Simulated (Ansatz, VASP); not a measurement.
CuI in VASP and in Ansatz

```
Cu I
1.0
     0.00000    3.03952    3.03952
     3.03952    0.00000    3.03952
     3.03952    3.03952    0.00000
Cu I
1 1
Cartesian
  0.0000 0.0000 0.0000
  1.5198 1.5198 1.5198
```

Alike in both runs: task single point; functional PBE; k mesh 12 × 12 × 12; occupations fermi-dirac, width 0.05 eV; non-collinear spin, spin-orbit coupling.

```csv
,VASP,Ansatz
version,VASP 6.6.1,Ansatz 0.2.0
potentials or method,"VASP PAW PBE potentials, release 64 (Cu, I), cutoff 520 eV",all-electron LAPW
```

|  | VASP | Ansatz | Ansatz less VASP |
| --- | --- | --- | --- |
| pressure (GPa) | 0.4 | 0.1 | -0.31 |

Ansatz ran all-electron here, and VASP with PAW potentials.
